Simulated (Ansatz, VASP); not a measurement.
**BP in VASP and in Ansatz**

```
CELL_PARAMETERS angstrom
3.21411 0.00000 0.00000
-1.60706 2.78350 0.00000
0.00000 0.00000 9.85048
ATOMIC_POSITIONS crystal
B 0.33333 0.66667 0.25000
B 0.66667 0.33333 0.75000
P 0.33333 0.66667 0.75000
P 0.66667 0.33333 0.25000
```

Change from the starting cell: species swapped into the BN type (P6_3/mmc, No. 194).

Alike in both runs: functional PBE; k mesh 12 × 12 × 4; occupations gaussian, width 0.02 eV; no spin polarisation.

Ansatz relaxed the structure, and its values are those at the end. VASP's run is a single point on that final structure, the one shown.

```csv
,VASP,Ansatz
version,VASP 6.6.1,Ansatz 0.2.0
potentials or method,"VASP PAW PBE potentials, release 64 (B, P), cutoff 520 eV","scalar-relativistic, plane waves, PAW"
valence electrons in the cell,16,16
```

|  | VASP | Ansatz | Ansatz less VASP |
| --- | --- | --- | --- |
| gap on the k mesh at the Fermi level (eV) | 0.91 | 0.89 | -0.012 |
| least direct gap on the mesh (eV) | 0.91 | 0.89 | -0.012 |
| pressure (GPa) | -0.1 | 0.0 | +0.13 |

The functional is the same, so the differences come from potentials, cutoffs and numerics.
